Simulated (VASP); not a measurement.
Here is a VASP 6.6.1 calculation.

INCAR

```
SYSTEM = H3C8Cl
  PREC = Accurate
  ENCUT = 520
  EDIFF = 1E-6
  ISMEAR = 0
  SIGMA = 0.05
  LREAL = Auto
  LASPH = .TRUE.
  NELM = 80
  ALGO = Normal
  ISIF = 2
  LWAVE = .FALSE.
  LCHARG = .FALSE.
  GGA = PS
  NBANDS = 60
```

The input KPOINTS:

```
regular mesh
0
G
  3 3 1
  0 0 0
```

The input POSCAR:

```
H3C8Cl
1.0
    5.0487420000      0.0000000000      0.0000000000
    2.5243710000      4.3723390000      0.0000000000
    0.0000000000      0.0000000000     15.7764260000
H C Cl
6 16 2
Direct
    0.1666667848      0.1666666285      0.0633857123
    0.6666667848      0.1666666285      0.0633857123
    0.1666666285      0.6666667429      0.0633857123
    0.6666666285      0.6666667429      0.0633857123
   -0.0042568040      0.5084971682      0.3660637714
    0.5030543956      0.4938894262      0.3643936846
    0.1666667848      0.1666666285      0.1331099959
    0.6666667848      0.1666666285      0.1331099959
    0.1666666285      0.6666667429      0.1331099959
    0.6666666285      0.6666667429      0.1331099959
   -0.1666666285      0.3333332571      0.1657717027
    0.3333333715      0.3333332571      0.1657717027
   -0.1666667848      0.8333333715      0.1657717027
    0.3333334133      0.8333333715      0.1657717027
   -0.1649217053      0.3351999925      0.2646732536
    0.3297195729      0.3351979341      0.2646703379
   -0.1695292279      0.8390614268      0.2703969201
    0.3359939231      0.8280222554      0.2607447973
    0.0106989261      0.0024286772      0.2925044620
    0.4868545234      0.0024323366      0.2925335561
   -0.0030877058      0.5061835324      0.2961662546
    0.5023461425      0.4952991980      0.2944750604
    0.2446774553      0.0110382566      0.4056440920
    0.7336930721      0.0332419330      0.4768843717
```

Potentials or basis: VASP PAW PBE potentials, release 64 (H, C, Cl).

The run is started by

```bash
$ cat potpaw_PBE.64/H/POTCAR potpaw_PBE.64/C/POTCAR potpaw_PBE.64/Cl/POTCAR > POTCAR
$ mpirun -np 1 vasp_std > vasp.out
```

**Question.** Estimate the largest force.

**Answer.** 2.210 eV/Å.

**Question.** What does it give for the band gap on the k mesh?

**Answer.** 1.41 eV, indirect (least direct gap 1.43 eV).

Forces on the atoms (eV/Å):
```
H    0.000 -0.020 -0.297
H    0.000  0.003 -0.302
H   -0.075  0.001 -0.288
H    0.075  0.001 -0.288
H    0.000  0.001  0.037
H    0.000 -0.002  0.037
C    0.000  0.064  1.183
C    0.000  0.000  1.460
C   -0.008 -0.034  1.478
C    0.008 -0.034  1.478
C    0.189 -0.168 -0.949
C   -0.189 -0.168 -0.947
C    0.000  0.606 -0.521
C    0.001 -0.259 -2.195
C    0.000  0.004 -0.001
C    0.000  0.004 -0.001
C   -0.001  0.010 -0.005
C   -0.001 -0.011  0.017
C   -0.011  0.003  0.049
C    0.012  0.003  0.049
C   -0.001 -0.004  0.004
C    0.000  0.000  0.007
Cl   0.002 -0.002 -0.011
Cl  -0.001  0.000  0.005
```

Caveat: the k points lie up to 0.48 Å⁻¹ apart; the PAW data sets were made with another functional, which shifts forces and pressure a little.
